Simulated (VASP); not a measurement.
**LaSc2F: single point with PBE**

Crystal: LaSc2F.

```
La Sc F
1.0
    -3.10160    3.10160    2.62647
     3.10160   -3.10160    2.62647
     3.10160    3.10160   -2.62647
La Sc F
1 2 1
Cartesian
  0.0000 0.0000 2.6265
  0.0000 3.1016 0.0000
  3.1016 0.0000 0.0000
  0.0000 0.0000 0.0000
```

The cell was generated, and may not be a known phase.

- Program: VASP 6.6.1
- Task: single point
- Functional: PBE
- Potentials or basis: VASP PAW PBE potentials, release 64 (La, Sc_sv, F)
- Cutoff: 520 eV
- k mesh: 4 × 4 × 4
- Occupations: gaussian, width 0.1 eV
- Spin: no spin polarisation

```
Pressure               : 0.0 GPa
Band gap on the k mesh : zero (bands 20 and 21 overlap by 0.64 eV)
```

Stress tensor (GPa, compression positive):
```
 0.05  0.00  0.00
 0.00  0.05  0.00
 0.00  0.00 -0.09
```

Levels at points of the mesh, in eV from the Fermi level:
```csv
k point,band 17,band 18,band 19,band 20,band 21,band 22,band 23,band 24
"(0.00, 0.00, 0.00)",-3.35,-1.35,-1.28,-1.28,-0.50,-0.30,1.81,1.88
"(0.50, 0.00, 0.00)",-1.30,-0.45,-0.35,0.12,0.64,0.95,1.13,1.15
"(0.50, 0.50, 0.00)",-1.45,-0.82,-0.52,-0.02,0.37,0.50,1.19,1.25
"(0.50, 0.50, 0.50)",-1.90,-0.31,-0.31,-0.13,-0.11,0.79,1.31,1.59
```

Wall time 110 s on 1 thread of Oxide Virtual Turin-like Processor, with other jobs on the host, peak memory 0.23 GiB.

Caveat: the k points lie up to 0.39 Å⁻¹ apart, too coarse for converged energies and pressures of a metal; spin-orbit coupling is left out, which moves the levels of the heavy elements.
